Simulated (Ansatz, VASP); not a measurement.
WC in VASP and in Ansatz

INCAR

```
SYSTEM = WC
PREC     = Accurate       ! precision mode
ENCUT    = 910            ! plane-wave cutoff, eV
EDIFF    = 1E-6           ! SCF threshold, eV
ISMEAR   = 0              ! smearing method
SIGMA    = 0.15           ! smearing width, eV
LREAL    = .False.        ! projectors in reciprocal space
LASPH    = .True.         ! aspherical terms in the spheres
NELM     = 120            ! most SCF steps
ALGO     = Normal         ! electronic algorithm
ISIF     = 2              ! what is computed and relaxed
LWAVE    = .False.        ! write WAVECAR
LCHARG   = .True.         ! write CHGCAR
GGA      = PS             ! functional
LELF     = .True.         ! ELF
LVHAR    = .True.       
NBANDS   = 16             ! bands
GGA_COMPAT= .False.
```

KPOINTS

```
regular mesh
0
Gamma
  18 18 18
  0 0 0
```

The input POSCAR:

```
WC
1.0
    0.0000000000      2.1926840000      2.1926840000
    2.1926840000      0.0000000000      2.1926840000
    2.1926840000      2.1926840000      0.0000000000
W C
1 1
Direct
   -0.0483726872      0.0000000000      0.0000000000
    0.5000000000      0.5000000000      0.5000000000
```

Input for Ansatz:

```yaml
crystal:
  lattice:
    - [0.0, 2.192684, 2.192684]
    - [2.192684, 0.0, 2.192684]
    - [2.192684, 2.192684, 0.0]
  atoms:
    - { symbol: W, position: [-0.0483726872, 0.0, 0.0] }
    - { symbol: C, position: [0.5, 0.5, 0.5] }
basis:
  ecutwfc: 420
kpoints:
  mp_grid: { grid: [18, 18, 18] }
hamiltonian:
  xc: pbesol
scf:
  occupations: { method: gaussian, width: 0.15 }
output:
  forces: true
  stress: true
  eigenvalues: true
```

Change from the starting cell: all W atoms moved +0.150 Å, as atom 1 towards its neighbour atom 1 (W) at 3.101 Å.

Alike in both runs: task single point; functional PBEsol; k mesh 18 × 18 × 18; occupations gaussian, width 0.15 eV; no spin polarisation.

|  | VASP | Ansatz |
| --- | --- | --- |
| version | VASP 6.6.1 | Ansatz 0.2.0 |
| potentials or method | VASP PAW PBE potentials, release 64 (W_sv, C_h), cutoff 910 eV | scalar-relativistic, plane waves, PAW |
| valence electrons in the cell | 18 | 18 |

|  | VASP | Ansatz | Ansatz less VASP |
| --- | --- | --- | --- |
| gap on the k mesh at the Fermi level (eV) | none | none | - |
| rms of the force components (eV/Å) | 0.635 | 0.628 | -0.0079 |

VASP's potentials were made for PBE, not for PBEsol. Atom by atom the forces differ by 0.008 eV/Å (rms over components). A gap of «none» marks a metal or a gap that the smearing closes. With one functional, cell and mesh, what is left measures potentials, basis and numerics.

Neither program's run includes spin-orbit coupling. Noted on VASP's run: the cutoff is short for stress, so the pressure is rough.
